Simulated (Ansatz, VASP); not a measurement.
**Sr4ZrPt in VASP and in Ansatz**

Contents of INCAR:

```
PREC = Accurate
ENCUT = 520
EDIFF = 1E-6
ISMEAR = 0
SIGMA = 0.1
LREAL = F
LASPH = T
NELM = 80
ALGO = Normal
ISIF = 2
LWAVE = F
LCHARG = F
GGA = PE
NBANDS = 40
```

Contents of KPOINTS:

```
regular mesh
0
Gamma
  4 4 4
```

The input POSCAR:

```
Sr4ZrPt
1.0
    0.0000000000      4.2432627287      4.2432627287
    4.2432627287      0.0000000000      4.2432627287
    4.2432627287      4.2432627287      0.0000000000
Sr Zr Pt
4 1 1
Direct
    0.3750000000      0.8750000000      0.3750000000
    0.3750000000      0.3750000000      0.8750000000
    0.3750000000      0.3750000000      0.3750000000
    0.8750000000      0.3750000000      0.3750000000
    0.0000000000      0.0000000000      0.0000000000
    0.7500000000      0.7500000000      0.7500000000
```

Input for Ansatz:

```yaml
crystal:
  lattice:
    - [0.0, 4.2432627287, 4.2432627287]
    - [4.2432627287, 0.0, 4.2432627287]
    - [4.2432627287, 4.2432627287, 0.0]
  atoms:
    - { symbol: Sr, position: [0.375, 0.875, 0.375] }
    - { symbol: Sr, position: [0.375, 0.375, 0.875] }
    - { symbol: Sr, position: [0.375, 0.375, 0.375] }
    - { symbol: Sr, position: [0.875, 0.375, 0.375] }
    - { symbol: Zr, position: [0.0, 0.0, 0.0] }
    - { symbol: Pt, position: [0.75, 0.75, 0.75] }
basis:
  ecutwfc: 420
kpoints:
  mp_grid: { grid: [4, 4, 4] }
hamiltonian:
  xc: pbe
scf:
  occupations: { method: gaussian, width: 0.1 }
  lower_state_search: "off"
output:
  forces: true
  stress: true
  eigenvalues: true
```

Alike in both runs: task single point; functional PBE; k mesh 4 × 4 × 4; occupations gaussian, width 0.1 eV; no spin polarisation.

```csv
,VASP,Ansatz
version,VASP 6.6.1,Ansatz 0.2.0
potentials or method,"VASP PAW PBE potentials, release 64 (Sr_sv, Zr_sv, Pt), cutoff 520 eV","scalar-relativistic, plane waves, PAW"
valence electrons in the cell,62,70
```

```tsv
	VASP	Ansatz	Ansatz less VASP
gap on the k mesh at the Fermi level (eV)	none	none	-
pressure (GPa)	11.6	11.3	-0.34
```

A gap of «none» marks a metal or a gap that the smearing closes. VASP's potentials hold 62 valence electrons a cell and Ansatz's 70, so a difference there can come from the potentials and not from the codes.

Neither program's run includes spin-orbit coupling.
